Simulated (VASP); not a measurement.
Here is a VASP 6.6.1 calculation.

Contents of INCAR:

```
SYSTEM = Cu
PREC = Accurate ; ENCUT = 520
EDIFF = 1E-7 ; ISMEAR = -1
SIGMA = 0.08 ; LREAL = .FALSE.
LASPH = .TRUE. ; NELM = 100
ALGO = Normal ; ISIF = 2
LWAVE = .FALSE. ; LCHARG = .TRUE.
GGA = CA ; LELF = .TRUE.
LVHAR = .TRUE. ; NBANDS = 12
```

File KPOINTS:

```
Automatic mesh
0
G
  21 21 21
  0 0 0
```

Contents of POSCAR:

```
Cu
1.0
    0.0000000000      1.7589208966      1.7589208966
    1.7589208966      0.0000000000      1.7589208966
    1.7589208966      1.7589208966      0.0000000000
Cu
1
Direct
    0.0000000000      0.0000000000      0.0000000000
```

Potentials or basis: VASP PAW LDA potentials, release 64 (Cu).

Launch:

```console
$ cat potpaw_LDA.64/Cu/POTCAR > POTCAR
$ mpirun -np 1 vasp_std > vasp.out
```

(1) What does it give for the pressure?

(2) Estimate the band gap on the k mesh.

## Answers

(1) 0.9 GPa.

(2) zero (an odd number of electrons rules out a gap without spin polarisation).
